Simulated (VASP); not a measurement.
Sn3Te, 4 atoms in the cell. It takes space group Pm-3m (No. 221, cubic). Conventional cell: a = 4.752 Å, b = 4.752 Å, c = 4.752 Å, α = 90.00°, β = 90.00°, γ = 90.00°. Sn (site symmetry 4/mmm) has 8 Sn at 3.36 Å and 4 Te at 3.36 Å within 4.4 Å. Te (site symmetry m-3m) has 12 Sn at 3.36 Å within 4.4 Å. 

```yaml
Program: VASP 6.6.1
Task: single point
Functional: PBEsol
Potentials_or_basis: VASP PAW PBE potentials, release 64 (Sn_d, Te)
Cutoff: 520 eV
k_mesh: 2 × 2 × 2
Occupations: gaussian, width 0.1 eV
Spin: no spin polarisation
Dipole_correction: no
Further_INCAR_settings: ALGO = Normal; EDIFF = 1e-06; NBANDS = 32
```

Potentials or basis: VASP PAW PBE potentials, release 64 (Sn_d, Te).

Run with:

```console
$ cat potpaw_PBE.64/Sn_d/POTCAR potpaw_PBE.64/Te/POTCAR > POTCAR
$ mpirun -np 1 vasp_std > vasp.out
```

Hardware: 1 thread of AMD EPYC 7R13 Processor (Zen 3) (shared host).

Task: How long does it take, and how much memory?

Result: It took 13 s on 1 thread of AMD EPYC 7R13 Processor (Zen 3), on a shared host, peak memory 0.17 GiB. Counts: scf iterations 12, k points 4.
